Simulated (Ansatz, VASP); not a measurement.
SnO: VASP beside Ansatz

The input INCAR:

```
SYSTEM = SnO
  ALGO = Normal
  EDIFF = 1E-8
  ENCUT = 520
  GGA = PE
  ISIF = 2
  ISMEAR = -1
  LASPH = .True.
  LCHARG = .False.
  LEFG = .True.
  LREAL = .False.
  LWAVE = .False.
  NBANDS = 17
  NELM = 100
  PREC = Accurate
  SIGMA = 0.03
```

KPOINTS

```
k-points
0
Gamma
  14 14 14
  0 0 0
```

POSCAR

```
SnO
1.0
    0.0000000000      2.5156013100      2.5156013100
    2.5156013100      0.0000000000      2.5156013100
    2.5156013100      2.5156013100      0.0000000000
Sn O
1 1
Direct
    0.0000000000      0.0000000000      0.0000000000
    0.5000000000      0.5000000000      0.5000000000
```

Input for Ansatz:

```yaml
crystal:
  lattice:
    - [0.0, 2.51560131, 2.51560131]
    - [2.51560131, 0.0, 2.51560131]
    - [2.51560131, 2.51560131, 0.0]
  atoms:
    - { symbol: Sn, position: [0.0, 0.0, 0.0] }
    - { symbol: O, position: [0.5, 0.5, 0.5] }
kpoints:
  mp_grid: { grid: [14, 14, 14] }
scf:
  occupations: { method: fermi_dirac, width: 0.03 }
hamiltonian:
  xc: pbe
  pseudopotentials: { kind: all_electron, datasets: crystal }
output:
  forces: true
  stress: true
  eigenvalues: true
  efg: { contact_densities: true }
```

Change from the starting cell: volume scaled by 0.95, crystal datasets.

Alike in both runs: task electric field gradients; functional PBE; k mesh 14 × 14 × 14; occupations fermi-dirac, width 0.03 eV; no spin polarisation.

```csv
,VASP,Ansatz
version,VASP 6.6.1,Ansatz 0.2.0
potentials or method,"VASP PAW PBE potentials, release 64 (Sn_d, O), cutoff 520 eV","all-electron PAW with datasets made for the crystal, scalar-relativistic"
```

|  | VASP | Ansatz | Ansatz less VASP |
| --- | --- | --- | --- |
| pressure (GPa) | 5.3 | 5.3 | 0.00 |

Ansatz ran all-electron here, and VASP with PAW potentials.
